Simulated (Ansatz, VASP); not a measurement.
**MoSe in VASP and in Ansatz**

File INCAR:

```
ALGO = Normal
EDIFF = 1E-7
ENCUT = 520
GGA = PE
ISIF = 2
ISMEAR = 0
ISPIN = 2
LASPH = T
LCHARG = T
LDAU = T
LDAUJ = 0 0
LDAUL = 2 -1
LDAUPRINT = 1
LDAUTYPE = 2
LDAUU = 4.38 0
LELF = T
LMAXMIX = 4
LORBIT = 11
LREAL = F
LVHAR = T
LWAVE = F
MAGMOM = 2 0
NBANDS = 21
NELM = 150
PREC = Accurate
SIGMA = 0.1
```

The input KPOINTS:

```
k-points
0
Gamma
  12 12 12
```

POSCAR

```
MoSe
1.0
    0.0000000000      3.0378340230      3.0378340230
    3.0378340230      0.0000000000      3.0378340230
    3.0378340230      3.0378340230      0.0000000000
Mo Se
1 1
Direct
    0.0000000000      0.0000000000      0.0000000000
    0.2500000000      0.2500000000      0.2500000000
```

Input for Ansatz:

```yaml
crystal:
  lattice:
    - [0.0, 3.0378342939, 3.0378342939]
    - [3.0378342939, 0.0, 3.0378342939]
    - [3.0378342939, 3.0378342939, 0.0]
  atoms:
    - { symbol: Mo, position: [0.0, 0.0, 0.0], spin: 2.0 }
    - { symbol: Se, position: [0.25, 0.25, 0.25] }
basis:
  ecutwfc: 420
kpoints:
  mp_grid: { grid: [12, 12, 12] }
hamiltonian:
  xc: pbe
  hubbard: { sites: [{ species: Mo, l: d, u_eff: 4.38 }] }
scf:
  occupations: { method: gaussian, width: 0.1 }
output:
  forces: true
  stress: true
  eigenvalues: true
  populations: true
  write_density: true
  write_potential: true
  elf: true
  volumetric_format: npy
magnetization:
  spin_polarized: true
```

Alike in both runs: task single point; functional PBE; k mesh 12 × 12 × 12; occupations gaussian, width 0.1 eV; collinear spin; Hubbard terms Mo d U = 4.38 eV.

```csv
,VASP,Ansatz
version,VASP 6.6.1,Ansatz 0.2.0
potentials or method,"VASP PAW PBE potentials, release 64 (Mo_sv, Se), cutoff 520 eV","scalar-relativistic, plane waves, PAW"
valence electrons in the cell,20,30
```

|  | VASP | Ansatz | Ansatz less VASP |
| --- | --- | --- | --- |
| gap on the k mesh at the Fermi level (eV) | none | none | - |
| pressure (GPa) | 3.7 | 4.6 | +0.87 |
| net moment per atom (μB) | 2.00 | 2.00 | 0.000 |
| size of the moment on the site where the two differ most (μB) | 3.58 | 3.06 | -0.519 |

Site moments also hang on the region over which each program counts them. The programs project onto different local orbitals, so the same U acts differently, and such runs can settle in different states. A gap of «none» marks a metal or a gap that the smearing closes. VASP's potentials hold 20 valence electrons a cell and Ansatz's 30, so a difference there can come from the potentials and not from the codes. Ansatz's warnings: filled band counts differ across k points.
